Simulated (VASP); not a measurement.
Hf7N:

```
CELL_PARAMETERS angstrom
3.20000 0.00000 0.00000
-1.60000 2.77128 0.00000
0.00000 0.00000 17.80000
ATOMIC_POSITIONS crystal
Hf 0.33333 0.66667 0.07140
Hf 0.66667 0.33333 0.92860
Hf 0.66667 0.33333 0.21430
Hf 0.33333 0.66667 0.35710
Hf 0.33333 0.66667 0.78570
Hf 0.66667 0.33333 0.64290
Hf 0.00000 0.00000 0.50000
N 0.00000 0.00000 0.00000
```

| Property | Result |
| --- | --- |
| Program | VASP 6.6.1 |
| Task | relaxation of cell and atoms |
| Functional | PBE |
| Potentials or basis | VASP PAW PBE potentials, release 64 (Hf_pv, N) |
| Cutoff | 600 eV |
| k mesh | 6 × 6 × 1 |
| Occupations | gaussian, width 0.2 eV |
| Spin | no spin polarisation |

At the start: pressure 1.9 GPa; volume 19.73 Å³/atom.

Problem. How do energy, volume and symmetry change on relaxing?

Solution. Over 4 steps the energy falls by 4.9 meV/atom and the volume is 19.98 Å³/atom (+1.2 %); space group P-3m1 (No. 164, to 0.1 Å) before and after.

The path:
| step | energy change (eV) | largest force (eV/Å) | pressure (GPa) | volume (Å³) |
| --- | --- | --- | --- | --- |
| 1 | 0.0000 | 0.2484 | 1.90 | 157.85 |
| 2 | -0.0117 | 0.2251 | -2.57 | 163.24 |
| 3 | -0.0331 | 0.1286 | -0.65 | 160.81 |
| 4 | -0.0391 | 0.0489 | 0.19 | 159.80 |

Final structure:
```
CELL_PARAMETERS angstrom
3.18968 0.00000 0.00000
-1.59484 2.76234 0.00000
0.00000 0.00000 18.13671
ATOMIC_POSITIONS crystal
Hf 0.33333 0.66667 0.07134
Hf 0.66667 0.33333 0.92866
Hf 0.66667 0.33333 0.21508
Hf 0.33333 0.66667 0.35688
Hf 0.33333 0.66667 0.78492
Hf 0.66667 0.33333 0.64312
Hf 0.00000 0.00000 0.50000
N 0.00000 0.00000 0.00000
```

Caveat: the k points lie up to 0.38 Å⁻¹ apart in the final cell, too coarse for converged energies and pressures of a metal; the relaxation stopped at a loose force limit of 0.08 eV/Å, so its end isn't a converged minimum.
